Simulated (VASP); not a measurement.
# Ta (Im-3m) in VASP: notebook, part 2 of 2

VASP 6.6.1.

### 4 Single point, PBEsol

This run uses another cell than the first one, of 17.71 Å³/atom, 0.977 times its volume.

The input, INCAR:

```
  PREC = Accurate
  ENCUT = 520
  EDIFF = 1E-6
  ISMEAR = -1
  SIGMA = 0.15
  LREAL = False
  LASPH = True
  NELM = 80
  ALGO = Normal
  ISIF = 2
  LWAVE = False
  LCHARG = False
  GGA = PS
  NBANDS = 12
```

The input, KPOINTS:

```
regular mesh
0
Gamma
  16 16 16
```

The input, POSCAR:

```
Ta
1.0
   -1.6420237211      1.6420237211      1.6420237211
    1.6420237211     -1.6420237211      1.6420237211
    1.6420237211      1.6420237211     -1.6420237211
Ta
1
Direct
    0.0000000000      0.0000000000      0.0000000000
```

Potentials or basis: VASP PAW PBE potentials, release 64 (Ta_pv).

The run is started by

```bash
$ cat potpaw_PBE.64/Ta_pv/POTCAR > POTCAR
$ mpirun -np 1 vasp_std > vasp.out
```

OUTCAR:

```text
PREC = Accurate
   ENCUT = 520
   EDIFF = 1E-6
   ISMEAR = -1
   LREAL = False
   LASPH = True
   NELM = 80
   ISIF = 2
   GGA = PS

 ion  position               nearest neighbor table
   1  0.000  0.000  0.000-

  LATTYP: Found a body centered cubic cell.
 ALAT       =     3.2840474422

  Lattice vectors:

 A1 = (  -1.6420237211,   1.6420237211,   1.6420237211)
 A2 = (   1.6420237211,  -1.6420237211,   1.6420237211)
 A3 = (   1.6420237211,   1.6420237211,  -1.6420237211)

Analysis of symmetry for initial positions (statically):
=====================================================================
 Subroutine PRICEL returns:
 Original cell was already a primitive cell.

 Routine SETGRP: Setting up the symmetry group for a
 body centered cubic supercell.

 Subroutine GETGRP returns: Found 48 space group operations
 (whereof 48 operations were pure point group operations)
 out of a pool of 48 trial point group operations.

The static configuration has the point symmetry O_h .

[... 165 lines left out ...]
 k-point     1 :       0.0000    0.0000    0.0000
  band No.  band energies     occupation
      1     -27.4958      2.00000
      2     -27.4958      2.00000
      3     -27.4958      2.00000
      4      -2.5363      2.00000
      5       6.1796      0.01879
      6       6.1796      0.01879
      7       6.1796      0.01879
      8       9.5099      0.00000
      9       9.5099      0.00000
     10      20.1836      0.00000
     11      20.5783      0.00000
     12      20.5783      0.00000
[... 331 lines left out ...]
 k-point    24 :       0.2500    0.1875   -0.0000
  band No.  band energies     occupation
      1     -28.4792      2.00000
      2     -27.9029      2.00000
      3     -27.6041      2.00000
      4       1.7269      2.00000
      5       4.1612      1.99970
      6       4.8465      1.97130
      7       8.8487      0.00000
      8      10.3883      0.00000
      9      12.3464      0.00000
     10      18.4754      0.00000
     11      20.1980      0.00000
     12      21.2769      0.00000

 [... further k-points ...]

------------------------ aborting loop because EDIFF is reached ----------------------------------------

  FORCE on cell =-STRESS in cart. coord.  units (eV):
  Direction    XX          YY          ZZ          XY          YZ          ZX
  --------------------------------------------------------------------------------------
  -------------------------------------------------------------------------------------
  Total        0.0207173      0.0207173      0.0207173     -0.0000000      0.0000000     -0.0000000
  in kB        1.8743292      1.8743292      1.8743292     -0.0000000      0.0000000     -0.0000000
  external PRESSURE =       1.8743292 kB  Pullay stress =       0.0000000 kB

 VOLUME and BASIS-vectors are now :
 -----------------------------------------------------------------------------
  energy-cutoff  :      520.00
  volume of cell :       17.71
      direct lattice vectors                 reciprocal lattice vectors
    -1.642023721  1.642023721  1.642023721     0.000000000  0.304502300  0.304502300
     1.642023721 -1.642023721  1.642023721     0.304502300  0.000000000  0.304502300
     1.642023721  1.642023721 -1.642023721     0.304502300  0.304502300  0.000000000

 POSITION                                       TOTAL-FORCE (eV/Angst)
 -----------------------------------------------------------------------------------
      0.00000      0.00000      0.00000         0.000000      0.000000      0.000000
 -----------------------------------------------------------------------------------
    total drift:                               -0.000000      0.000000      0.000000

  FREE ENERGIE OF THE ION-ELECTRON SYSTEM (eV)
  ---------------------------------------------------
  free  energy   TOTEN  =       -12.5981847854 eV

  energy  without entropy=      -12.5029722846  energy(sigma->0) =      -12.55057854
```

Wall time 8 s (1 thread of Intel Xeon 6975P-C (Granite Rapids), shared host); peak memory 0.16 GiB.

What came out:

```
Free energy : -12.5982 eV
Pressure    : 0.2 GPa
```

Caveat: the PAW data sets were made with another functional, which shifts forces and pressure a little; spin-orbit coupling is left out, which moves the levels of the heavy elements.

### 5 Relaxation of cell and atoms, PBEsol

The input, INCAR:

```
  ALGO = Normal
  EDIFF = 1E-6
  EDIFFG = -0.002
  ENCUT = 600
  GGA = PS
  IBRION = 2
  ISIF = 3
  ISMEAR = 0
  LASPH = T
  LCHARG = F
  LREAL = F
  LWAVE = F
  NELM = 100
  NSW = 100
  PREC = Accurate
  SIGMA = 0.1
```

The input, KPOINTS:

```
k-points
0
Gamma
  14 14 14
```

The input, POSCAR:

```
Ta
1.0
   -1.6549278100      1.6549278100      1.6549278100
    1.6549278100     -1.6549278100      1.6549278100
    1.6549278100      1.6549278100     -1.6549278100
Ta
1
Direct
    0.0000000000      0.0000000000      0.0000000000
```

The run is started by

```bash
$ cat potpaw_PBE.64/Ta_pv/POTCAR > POTCAR
$ mpirun -np 1 vasp_std > vasp.out
```

Wall time 13 s (1 thread of Intel Xeon 6975P-C (Granite Rapids), shared host); peak memory 0.16 GiB.

It converged, with:

| Item | Value |
| --- | --- |
| Free energy | -12.5602 eV |
| Relaxed volume | 17.70 Å³/atom |
| Relaxed cell | a = 2.844 Å, b = 2.844 Å, c = 2.844 Å, α = 109.47°, β = 109.47°, γ = 109.47° |
| Space group after relaxing (to 0.05 Å) | Im-3m (No. 229) |
| Energy gained by relaxing | 6.7 meV/atom |
| Ionic steps | 4 |
| Pressure after relaxing | 0.0 GPa |

Step by step:
```csv
step,energy change (eV),largest force (eV/Å),pressure (GPa),volume (Å³)
1,0.0000,0.0000,-4.94,18.13
2,0.0348,0.0000,13.88,16.70
3,-0.0067,0.0000,-0.11,17.71
4,-0.0067,0.0000,-0.01,17.70
```

Final structure:
```xyz
1
Lattice="-1.6418 1.6418 1.6418 1.6418 -1.6418 1.6418 1.6418 1.6418 -1.6418" Properties=species:S:1:pos:R:3 pbc="T T T"
Ta    3.2836    0.0000    0.0000
```

Levels at points of the mesh, in eV from the Fermi level:
```tsv
k point	band 1	band 2	band 3	band 4	band 5	band 6	band 7	band 8	band 9
(0.00, 0.00, 0.00)	-32.94	-32.94	-32.94	-7.97	0.74	0.74	0.74	4.07	4.07
(0.50, 0.00, 0.00)	-34.19	-33.34	-32.95	-4.44	-1.58	1.72	3.96	5.01	8.00
(0.50, 0.50, 0.50)	-33.81	-33.81	-33.81	-3.89	-3.89	7.01	7.01	7.01	8.84
```

Caveat: the PAW data sets were made with another functional, which shifts forces and pressure a little; spin-orbit coupling is left out, which moves the levels of the heavy elements.

### 6 Relaxation of cell and atoms, PBEsol

This run uses another cell than the first one, of 17.68 Å³/atom, 0.975 times its volume.

The input, INCAR:

```
SYSTEM = Ta
  ALGO = Normal
  EDIFF = 1E-6
  EDIFFG = -0.001
  ENCUT = 600
  GGA = PS
  IBRION = 2
  ISIF = 3
  ISMEAR = -1
  LASPH = .True.
  LCHARG = .False.
  LREAL = .False.
  LWAVE = .False.
  NELM = 80
  NSW = 80
  PREC = Accurate
  SIGMA = 0.15
```

The input, KPOINTS:

```
k-points
0
Gamma
  16 16 16
  0 0 0
```

The input, POSCAR:

```
Ta
1.0
   -1.6412554325      1.6412554325      1.6412554325
    1.6412554325     -1.6412554325      1.6412554325
    1.6412554325      1.6412554325     -1.6412554325
Ta
1
Direct
    0.0000000000      0.0000000000      0.0000000000
```

Potentials or basis: VASP PAW PBE potentials, release 64 (Ta_pv).

The run is started by

```bash
$ cat potpaw_PBE.64/Ta_pv/POTCAR > POTCAR
$ mpirun -np 1 vasp_std > vasp.out
```

OUTCAR:

```text
SYSTEM = Ta
   EDIFF = 1E-6
   EDIFFG = -0.001
   ENCUT = 600
   GGA = PS
   IBRION = 2
   ISIF = 3
   ISMEAR = -1
   LASPH = .True.
   LREAL = .False.
   NELM = 80
   NSW = 80
   PREC = Accurate

 ion  position               nearest neighbor table
   1  0.000  0.000  0.000-

  LATTYP: Found a body centered cubic cell.
 ALAT       =     3.2825108650

  Lattice vectors:

 A1 = (  -1.6412554325,   1.6412554325,   1.6412554325)
 A2 = (   1.6412554325,  -1.6412554325,   1.6412554325)
 A3 = (   1.6412554325,   1.6412554325,  -1.6412554325)

Analysis of symmetry for initial positions (statically):
=====================================================================
 Subroutine PRICEL returns:
 Original cell was already a primitive cell.

 Routine SETGRP: Setting up the symmetry group for a
 body centered cubic supercell.

 Subroutine GETGRP returns: Found 48 space group operations
 (whereof 48 operations were pure point group operations)
 out of a pool of 48 trial point group operations.

The static configuration has the point symmetry O_h .

Analysis of symmetry for dynamics (positions and initial velocities):
=====================================================================
 Subroutine PRICEL returns:
 Original cell was already a primitive cell.

 Routine SETGRP: Setting up the symmetry group for a
 body centered cubic supercell.

 Subroutine GETGRP returns: Found 48 space group operations
 (whereof 48 operations were pure point group operations)
 out of a pool of 48 trial point group operations.

The dynamic configuration has the point symmetry O_h .

 Subroutine INISYM returns: Found 48 space group operations
 (whereof 48 operations are pure point group operations),
 and found     1 'primitive' translations

----------------------------------------------------------------------------------------

                                     Primitive cell

  volume of cell :      17.6843

  direct lattice vectors                    reciprocal lattice vectors
    -1.641255432  1.641255432  1.641255432     0.000000000  0.304644841  0.304644841
     1.641255432 -1.641255432  1.641255432     0.304644841  0.000000000  0.304644841
     1.641255432  1.641255432 -1.641255432     0.304644841  0.304644841  0.000000000

  length of vectors
     2.842737797  2.842737797  2.842737797     0.430832866  0.430832866  0.430832866

  position of ions in fractional coordinates (direct lattice)
     0.000000000  0.000000000  0.000000000

  ion indices of the primitive-cell ions
   primitive index   ion index
                 1           1

----------------------------------------------------------------------------------------

 KPOINTS: k-points

Automatic generation of k-mesh.
 Grid dimensions read from file:
 generate k-points for:   16   16   16

 Generating k-lattice:

  Cartesian coordinates                     Fractional coordinates (reciprocal lattice)
     0.000000000  0.019040303  0.019040303     0.062500000  0.000000000  0.000000000
     0.019040303  0.000000000  0.019040303     0.000000000  0.062500000  0.000000000
     0.019040303  0.019040303  0.000000000     0.000000000  0.000000000  0.062500000
[... 43 lines left out ...]
   dimension x,y,z NGXF=    48 NGYF=   48 NGZF=   48
   ions per type =               1
   NGX,Y,Z   is equivalent  to a cutoff of  14.04, 14.04, 14.04 a.u.
   NGXF,Y,Z  is equivalent  to a cutoff of  28.07, 28.07, 28.07 a.u.
 SYSTEM =  Ta
   PREC   = accura    normal or accurate (medium, high low for compatibility)
   ISTART =      0    job   : 0-new  1-cont  2-samecut
   ICHARG =      2    charge: 1-file 2-atom 10-const
   ISPIN  =      1    spin polarized calculation?
   LNONCOLLINEAR =      F non collinear calculations
   LSORBIT =      F    spin-orbit coupling
   LASPH  =      T    aspherical Exc in radial PAW
   ENCUT  =  600.0 eV  44.10 Ry    6.64 a.u.   5.68  5.68  5.68*2*pi/ulx,y,z
   NELM   =     80;   NELMIN=  2; NELMDL= -5     # of ELM steps
   EDIFF  = 0.1E-05   stopping-criterion for ELM
   LREAL  =      F    real-space projection
   EDIFFG = -.1E-02   stopping-criterion for IOM
   NSW    =     80    number of steps for IOM
   IBRION =      2    ionic relax: 0-MD 1-quasi-New 2-CG
   NFREE  =      1    steps in history (QN), initial steepest desc. (CG)
   ISIF   =      3    stress and relaxation
   ISYM   =      2    0-nonsym 1-usesym 2-fastsym
   POTIM  = 0.5000    time-step for ionic-motion
   TEBEG  =    0.0;   TEEND  =   0.0 temperature during run
   PSTRESS=    0.0 pullay stress
   NELECT =      11.0000    total number of electrons
   NUPDOWN=      -1.0000    fix difference up-down
   EMIN   =  10.00;   EMAX   =-10.00  energy-range for DOS
   EFERMI =   0.00;   METHOD = LEGACY
   ISMEAR =    -1;   SIGMA  =   0.15  broadening in eV -4-tet -1-fermi 0-gaus
   EFERMI_NEDOS =   21; number of points for ismear=-14 and -15
   IALGO  =     38    algorithm
   IMIX   =      4    mixing-type and parameters
     AMIX     =   0.40;   BMIX     =  1.00
     AMIX_MAG =   1.60;   BMIX_MAG =  1.00
  volume/ion in A,a.u.               =      17.68       119.34
  Fermi-wavevector in a.u.,A,eV,Ry     =   1.397471  2.640838 26.571170  1.952926
  Thomas-Fermi vector in A             =   2.520724
   LORBIT       =      0    0 simple, 1 ext, 2 COOP (PROOUT), +10 PAW based schemes
   GGA     = PS    functional components
   LHFCALC =     F    Hartree Fock is set to
   AEXX    =    0.0000 exact exchange contribution
   IVDW    =     0    specifies the selected vdW correction
   LEPSILON=     F    determine dielectric tensor
   LRPA    =     F    only Hartree local field effects (RPA)
 conjugate gradient relaxation of ions
 non-spin polarized calculation
  energy-cutoff  :      600.00
  volume of cell :       17.68
 maximum number of plane-waves:       604
   NGX = 11   NGY = 11   NGZ = 11

--------------------------------------- Ionic step        1  -------------------------------------------

 number of electron      11.0000002 magnetization

 Free energy of the ion-electron system (eV)
  ---------------------------------------------------
  ext. energy  EPLUGINS =         0.00000000
  ---------------------------------------------------
  free energy    TOTEN  =       -12.59834367 eV

  energy without entropy =      -12.50324169  energy(sigma->0) =      -12.55079268

------------------------ aborting loop because EDIFF is reached ----------------------------------------

  FORCE on cell =-STRESS in cart. coord.  units (eV):
  Direction    XX          YY          ZZ          XY          YZ          ZX
  --------------------------------------------------------------------------------------
  -------------------------------------------------------------------------------------
  Total        0.0554491      0.0554491      0.0554491     -0.0000000      0.0000000     -0.0000000
  in kB        5.0236187      5.0236187      5.0236187     -0.0000000      0.0000000     -0.0000000
  external PRESSURE =       5.0236187 kB  Pullay stress =       0.0000000 kB
[... 57 lines left out ...]
--------------------------------------- Ionic step        3  -------------------------------------------

 number of electron      11.0000002 magnetization

 Free energy of the ion-electron system (eV)
  ---------------------------------------------------
  ext. energy  EPLUGINS =         0.00000000
  ---------------------------------------------------
  free energy    TOTEN  =       -12.59840966 eV

  energy without entropy =      -12.50311896  energy(sigma->0) =      -12.55076431

 E-fermi :   5.4727     XC(G=0): -12.8098

 val. band max:        5.4663290037   @ k =   0.3125   0.0625   0.0625
 cond. band min:       5.4731397234   @ k =  -0.4375   0.4375   0.1875
 fundamental gap:      0.0068107197
 Fermi energy:         5.4727338811

 k-point     1 :       0.0000    0.0000    0.0000
  band No.  band energies     occupation
      1     -27.5078      2.00000
      2     -27.5078      2.00000
      3     -27.5078      2.00000
      4      -2.5405      2.00000
      5       6.1713      0.01880
      6       6.1713      0.01880
      7       6.1713      0.01880
      8       9.4980      0.00000
      9       9.4980      0.00000
[... 265 lines left out ...]
 k-point    24 :       0.2500    0.1875    0.0000
  band No.  band energies     occupation
      1     -28.4880      2.00000
      2     -27.9136      2.00000
      3     -27.6157      2.00000
      4       1.7204      2.00000
      5       4.1551      1.99969
      6       4.8387      1.97123
      7       8.8376      0.00000
      8      10.3747      0.00000
      9      12.3300      0.00000

 [... further k-points ...]

------------------------ aborting loop because EDIFF is reached ----------------------------------------

  FORCE on cell =-STRESS in cart. coord.  units (eV):
  Direction    XX          YY          ZZ          XY          YZ          ZX
  --------------------------------------------------------------------------------------
  -------------------------------------------------------------------------------------
  Total        0.0002070      0.0002070      0.0002070     -0.0000000     -0.0000000     -0.0000000
  in kB        0.0187093      0.0187093      0.0187093     -0.0000000     -0.0000000     -0.0000000
  external PRESSURE =       0.0187093 kB  Pullay stress =       0.0000000 kB
[... 16 lines left out ...]
  FREE ENERGIE OF THE ION-ELECTRON SYSTEM (eV)
  ---------------------------------------------------
  free  energy   TOTEN  =       -12.5984096573 eV

  energy  without entropy=      -12.5031189584  energy(sigma->0) =      -12.55076431

 reached required accuracy - stopping structural energy minimisation
```

OSZICAR:

```text
N       E                     dE             d eps       ncg     rms          rms(c)
DAV:   1     0.515986228344E+02    0.51599E+02   -0.70779E+03  2610   0.131E+03
DAV:   2    -0.123493797594E+02   -0.63948E+02   -0.63173E+02  3325   0.265E+02
[... 16 lines left out ...]
   2 F= -.12598049E+02 E0= -.12550185E+02  d E =0.294544E-03
       N       E                     dE             d eps       ncg     rms          rms(c)
DAV:   1    -0.126003884297E+02   -0.23390E-02   -0.65818E-02  2652   0.376E+00    0.406E-01
DAV:   2    -0.125987628355E+02    0.16256E-02   -0.22165E-03  2660   0.607E-01    0.138E-01
DAV:   3    -0.125984012683E+02    0.36157E-03   -0.11734E-03  2695   0.425E-01    0.527E-02
DAV:   4    -0.125984096588E+02   -0.83904E-05   -0.15774E-05  3040   0.447E-02    0.523E-03
DAV:   5    -0.125984096573E+02    0.14452E-08   -0.12352E-06  1743   0.138E-02
   3 F= -.12598410E+02 E0= -.12550764E+02  d E =-.659884E-04
```

Run time: 13 s. Hardware: 1 thread of Intel Xeon 6975P-C (Granite Rapids), shared host; peak memory 0.16 GiB.

What came out:

| Property | Result |
| --- | --- |
| Free energy | -12.5984 eV |
| Relaxed volume | 17.73 Å³/atom |
| Relaxed cell | a = 2.845 Å, b = 2.845 Å, c = 2.845 Å, α = 109.47°, β = 109.47°, γ = 109.47° |
| Space group after relaxing (to 0.05 Å) | Im-3m (No. 229) |
| Energy gained by relaxing | 0.1 meV/atom |
| Ionic steps | 3 |
| Pressure after relaxing | 0.0 GPa |

Final structure:
```yaml
crystal:
  lattice:
    - [-1.64257, 1.64257, 1.64257]
    - [1.64257, -1.64257, 1.64257]
    - [1.64257, 1.64257, -1.64257]
  atoms:
    - { symbol: Ta, position: [0.00000, 0.00000, 0.00000] }
```

Caveat: the PAW data sets were made with another functional, which shifts forces and pressure a little; spin-orbit coupling is left out, which moves the levels of the heavy elements.

### 7 Overview

```tsv
task	cell	k mesh	cutoff (eV)	smearing	gap on the mesh (eV)	pressure (GPa)	relaxed volume (Å³/atom)
single point	a = 2.866 Å, angles 109.5°, 1 atom	8 × 8 × 8	520	gaussian 0.1 eV	none	-7.0	-
single point	a = 2.843 Å, angles 109.5°, 1 atom	14 × 14 × 14	520	gaussian 0.1 eV	none	0.2	-
single point	a = 2.844 Å, angles 109.5°, 1 atom	16 × 16 × 16	520	fermi-dirac 0.15 eV	none	0.2	-
relaxation of cell and atoms	relaxed from a = 2.866 Å, angles 109.5°, 1 atom	14 × 14 × 14	600	gaussian 0.1 eV	none	0.0	17.70
relaxation of cell and atoms	relaxed from a = 2.843 Å, angles 109.5°, 1 atom	16 × 16 × 16	600	fermi-dirac 0.15 eV	none	0.0	17.73
```

Alike in all rows: level PBEsol; potentials or basis VASP PAW PBE potentials, release 64 (Ta_pv); no spin polarisation.

Caveats: the PAW data sets were made with another functional, which shifts forces and pressure a little; spin-orbit coupling is left out, which moves the levels of the heavy elements.

Absolute energies hang on the potentials; compare differences alone.
